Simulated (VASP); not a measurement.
# Sr in VASP: single point with RPBE

Aim: the single point of Sr with RPBE.

All numbers are computed with VASP 6.6.1; they aren't measurements. Logs are shortened: lines on timing, memory, paths and dates and some standing lists are left out, and cuts for length are marked.

## 1. The cell of the first run

The cell holds a single atom in a box, 1 atom: a = 14.000 Å, b = 14.400 Å, c = 14.800 Å, α = 90.00°, β = 90.00°, γ = 90.00°.

## 2. Single point, RPBE, collinear spin, zero start

File INCAR:

```
  PREC = Accurate
  ENCUT = 520
  EDIFF = 1E-6
  ISMEAR = -1
  SIGMA = 0.01
  LREAL = False
  LASPH = True
  NELM = 150
  ALGO = Normal
  ISIF = 2
  LWAVE = False
  LCHARG = False
  ISPIN = 2
  MAGMOM = 0.01
  LORBIT = 11
  GGA = RP
  ISYM = 0
  NBANDS = 15
```

File KPOINTS:

```
Automatic mesh
0
Gamma
  1 1 1
```

File POSCAR:

```
Sr
1.0
   14.0000000000      0.0000000000      0.0000000000
    0.0000000000     14.4000000000      0.0000000000
    0.0000000000      0.0000000000     14.8000000000
Sr
1
Direct
    0.5000000000      0.5000000000      0.5000000000
```

Potentials or basis: VASP PAW PBE potentials, release 64 (Sr_sv).

Started as:

```sh
cat potpaw_PBE.64/Sr_sv/POTCAR > POTCAR
mpirun -np 1 vasp_gam > vasp.out
```

OUTCAR:

```text
PREC = Accurate
   ENCUT = 520
   EDIFF = 1E-6
   ISMEAR = -1
   LREAL = False
   LASPH = True
   NELM = 150
   ISIF = 2
   ISPIN = 2
   LORBIT = 11
   GGA = RP
   ISYM = 0

 ion  position               nearest neighbor table
   1  0.500  0.500  0.500-

IMPORTANT INFORMATION: All symmetrisations will be switched off!
NOSYMM: (Re-)initialisation of all symmetry stuff for point group C_1.

----------------------------------------------------------------------------------------

                                     Primitive cell

  volume of cell :    2983.6800

  direct lattice vectors                    reciprocal lattice vectors
    14.000000000  0.000000000  0.000000000     0.071428571  0.000000000  0.000000000
     0.000000000 14.400000000  0.000000000     0.000000000  0.069444444  0.000000000
     0.000000000  0.000000000 14.800000000     0.000000000  0.000000000  0.067567568

  length of vectors
    14.000000000 14.400000000 14.800000000     0.071428571  0.069444444  0.067567568

  position of ions in fractional coordinates (direct lattice)
     0.500000000  0.500000000  0.500000000

  ion indices of the primitive-cell ions
   primitive index   ion index
                 1           1

----------------------------------------------------------------------------------------

 KPOINTS: Automatic mesh

Automatic generation of k-mesh.
 Grid dimensions read from file:
 generate k-points for:    1    1    1

 Generating k-lattice:

  Cartesian coordinates                     Fractional coordinates (reciprocal lattice)
     0.071428571  0.000000000  0.000000000     1.000000000  0.000000000  0.000000000
     0.000000000  0.069444444  0.000000000     0.000000000  1.000000000  0.000000000
     0.000000000  0.000000000  0.067567568     0.000000000  0.000000000  1.000000000

  Length of vectors
     0.071428571  0.069444444  0.067567568

  Shift w.r.t. Gamma in fractional coordinates (k-lattice)
     0.000000000  0.000000000  0.000000000

 Subroutine IBZKPT returns following result:
 ===========================================

 Found      1 irreducible k-points:

 Following reciprocal coordinates:
            Coordinates               Weight
  0.000000  0.000000  0.000000      1.000000
   k-points           NKPTS =      1   k-points in BZ     NKDIM =      1   number of bands    NBANDS=     15
   number of dos      NEDOS =    301   number of ions     NIONS =      1
   total plane-waves  NPLWV = ******
   dimension x,y,z NGX =   108 NGY =  108 NGZ =  112
   dimension x,y,z NGXF=   216 NGYF=  216 NGZF=  224
   ions per type =               1
   NGX,Y,Z   is equivalent  to a cutoff of  12.82, 12.47, 12.58 a.u.
[... 34 lines left out ...]
  Thomas-Fermi vector in A             =   1.055438
   LORBIT       =     11    0 simple, 1 ext, 2 COOP (PROOUT), +10 PAW based schemes
   GGA     = RP    functional components
   LHFCALC =     F    Hartree Fock is set to
   AEXX    =    0.0000 exact exchange contribution
   IVDW    =     0    specifies the selected vdW correction
   LEPSILON=     F    determine dielectric tensor
   LRPA    =     F    only Hartree local field effects (RPA)
 spin polarized calculation
  energy-cutoff  :      520.00
  volume of cell :     2983.68
 maximum number of plane-waves:     40220
 NGX is ok and might be reduce to   108
   NGX = 53   NGY = 53   NGZ = 55

 number of electron      10.0000000 magnetization      -0.0000020

 number of electron      10.0000000 magnetization       0.0000201

 Free energy of the ion-electron system (eV)
  ---------------------------------------------------
  ext. energy  EPLUGINS =         0.00000000
  ---------------------------------------------------
  free energy    TOTEN  =        -0.03003492 eV

  energy without entropy =       -0.03003492  energy(sigma->0) =       -0.03003492

 E-fermi :  -3.1091     XC(G=0):  -0.6539

 val. band max:       -3.3686437079   @ k =   0.0000   0.0000   0.0000
 cond. band min:      -1.1785966165   @ k =   0.0000   0.0000   0.0000
 fundamental gap:      2.1900470913
 Fermi energy:        -3.1091449431

 spin component 1

 k-point     1 :       0.0000    0.0000    0.0000
  band No.  band energies     occupation
      1     -40.8173      1.00000
      2     -22.7436      1.00000
      3     -22.7436      1.00000
      4     -22.7436      1.00000
      5      -3.3687      1.00000
      6      -1.1786      0.00000
      7      -1.1760      0.00000
      8      -1.1726      0.00000
      9      -1.1424      0.00000
     10      -1.1413      0.00000
     11      -1.1373      0.00000
     12      -1.1371      0.00000
     13      -1.1369      0.00000
     14      -0.2167      0.00000
     15       0.4032      0.00000
 Fermi energy:        -3.1091449431

 spin component 2

 k-point     1 :       0.0000    0.0000    0.0000
  band No.  band energies     occupation
      1     -40.8173      1.00000
      2     -22.7436      1.00000
      3     -22.7436      1.00000
      4     -22.7436      1.00000
      5      -3.3686      1.00000
      6      -1.1786      0.00000
      7      -1.1759      0.00000
      8      -1.1726      0.00000
      9      -1.1423      0.00000
     10      -1.1413      0.00000
     11      -1.1373      0.00000
     12      -1.1371      0.00000
     13      -1.1369      0.00000
     14      -0.2190      0.00000
     15       0.4026      0.00000

------------------------ aborting loop because EDIFF is reached ----------------------------------------

  FORCE on cell =-STRESS in cart. coord.  units (eV):
  Direction    XX          YY          ZZ          XY          YZ          ZX
  --------------------------------------------------------------------------------------
  -------------------------------------------------------------------------------------
  Total       -0.0091059     -0.0072880     -0.0057640     -0.0000018      0.0000041      0.0000009
  in kB       -0.0048897     -0.0039135     -0.0030952     -0.0000010      0.0000022      0.0000005
  external PRESSURE =      -0.0039661 kB  Pullay stress =       0.0000000 kB

 VOLUME and BASIS-vectors are now :
 -----------------------------------------------------------------------------
  energy-cutoff  :      520.00
  volume of cell :     2983.68
      direct lattice vectors                 reciprocal lattice vectors
    14.000000000  0.000000000  0.000000000     0.071428571  0.000000000  0.000000000
     0.000000000 14.400000000  0.000000000     0.000000000  0.069444444  0.000000000
     0.000000000  0.000000000 14.800000000     0.000000000  0.000000000  0.067567568

 POSITION                                       TOTAL-FORCE (eV/Angst)
 -----------------------------------------------------------------------------------
      7.00000      7.20000      7.40000         0.000003     -0.000001      0.000002
 -----------------------------------------------------------------------------------
    total drift:                                0.000003     -0.000001      0.000002

  FREE ENERGIE OF THE ION-ELECTRON SYSTEM (eV)
  ---------------------------------------------------
  free  energy   TOTEN  =        -0.0300349226 eV

  energy  without entropy=       -0.0300349226  energy(sigma->0) =       -0.03003492

 total charge

# of ion       s       p       d       tot
------------------------------------------
    1        2.144   5.639   0.000   7.784

 magnetization (x)

# of ion       s       p       d       tot
------------------------------------------
    1       -0.000   0.000  -0.000  -0.000
```

OSZICAR:

```text
N       E                     dE             d eps       ncg     rms          rms(c)
DAV:   1     0.131782710720E+03    0.13178E+03   -0.19946E+03    76   0.278E+02
DAV:   2     0.434611779757E+02   -0.88322E+02   -0.81931E+02    89   0.705E+01
[... 13 lines left out ...]
DAV:  16    -0.299883061851E-01   -0.35850E-04   -0.95368E-06    74   0.126E-02    0.110E-03
DAV:  17    -0.300205935803E-01   -0.32287E-04   -0.87790E-06    67   0.822E-03    0.115E-03
DAV:  18    -0.300261729079E-01   -0.55793E-05   -0.16918E-06    74   0.545E-03    0.821E-04
DAV:  19    -0.300316579936E-01   -0.54851E-05   -0.12102E-06    67   0.473E-03    0.429E-04
DAV:  20    -0.300342538580E-01   -0.25959E-05   -0.10725E-06    88   0.504E-03    0.321E-04
DAV:  21    -0.300349225993E-01   -0.66874E-06   -0.56194E-07    67   0.379E-03
   1 F= -.30034923E-01 E0= -.30034923E-01  d E =-.289384E-11  mag=     0.0000
```

stdout:

```text
POSCAR found type information on POSCAR Sr
 POSCAR found :  1 types and       1 ions
 scaLAPACK will be used
 -----------------------------------------------------------------------------
|                                                                             |
|                                                                             |
|     You enforced a specific xc type in the INCAR file but a different       |
|     I HOPE YOU KNOW WHAT YOU ARE DOING!                                     |
|                                                                             |
 -----------------------------------------------------------------------------

 LDA part: xc-table for (Slater+PW92), standard interpolation
 POSCAR, INCAR and KPOINTS ok, starting setup
 FFT: planning ... GRIDC
 FFT: planning ... GRID_SOFT
 FFT: planning ... GRID
 WAVECAR not read
 entering main loop
```

Run time: 6.3 min. Hardware: 1 thread of Intel Xeon Platinum 8259CL at 2.50GHz (Skylake/Cascade Lake), shared host; peak memory 2.7 GiB.

What came out:

```
Free energy                                           : -0.0300 eV
Pressure                                              : 0.0 GPa
Band gap on the k mesh                                : 2.19 eV
Net moment                                            : 0.00 μB per cell
Valence electrons inside the program's atomic spheres : Sr 7.78
```

Levels at points of the mesh, in eV from the valence-band top:
Spin up:
```
           k point  band 2  band 3  band 4  band 5  band 6  band 7  band 8  band 9
(0.00, 0.00, 0.00)  -19.38  -19.38  -19.38    0.00    2.19    2.19    2.20    2.23
```
Spin down:
```csv
k point,band 2,band 3,band 4,band 5,band 6,band 7,band 8,band 9
"(0.00, 0.00, 0.00)",-19.38,-19.38,-19.38,0.00,2.19,2.19,2.20,2.23
```

Caveat: the PAW data sets were made with another functional, which shifts forces and pressure a little.
